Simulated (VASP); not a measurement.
A run of VASP 6.6.1:

INCAR

```
PREC = Accurate
ENCUT = 520
EDIFF = 1E-7
ISMEAR = -1
SIGMA = 0.05
LREAL = False
LASPH = True
NELM = 100
ALGO = Normal
ISIF = 2
LWAVE = False
LCHARG = False
GGA = CA
ISYM = 0
NBANDS = 18
```

The input KPOINTS:

```
regular mesh
0
Gamma
  11 11 14
```

Contents of POSCAR:

```
Si2W
1.0
   -1.6060000000      1.6060000000      3.9794000000
    1.6060000000     -1.6060000000      3.9794000000
    1.6060000000      1.6060000000     -3.9794000000
Si W
2 1
Direct
    0.3330000000      0.3330000000      0.0000000000
    0.6670000000      0.6670000000      0.0000000000
    0.0000000000      0.0000000000      0.0000000000
```

Potentials or basis: VASP PAW LDA potentials, release 64 (Si, W_sv).

Run with:

```bash
$ cat potpaw_LDA.64/Si/POTCAR potpaw_LDA.64/W_sv/POTCAR > POTCAR
$ mpirun -np 1 vasp_std > vasp.out
```

Hardware: 1 thread of Intel(R) Xeon(R) 6975P-C (Granite Rapids) (shared host).

Q: Estimate the wall time of this run.

A: It took 5 min on 1 thread of Intel(R) Xeon(R) 6975P-C (Granite Rapids) (shared host), peak memory 0.65 GiB. Counts: scf iterations 14, k points 848.
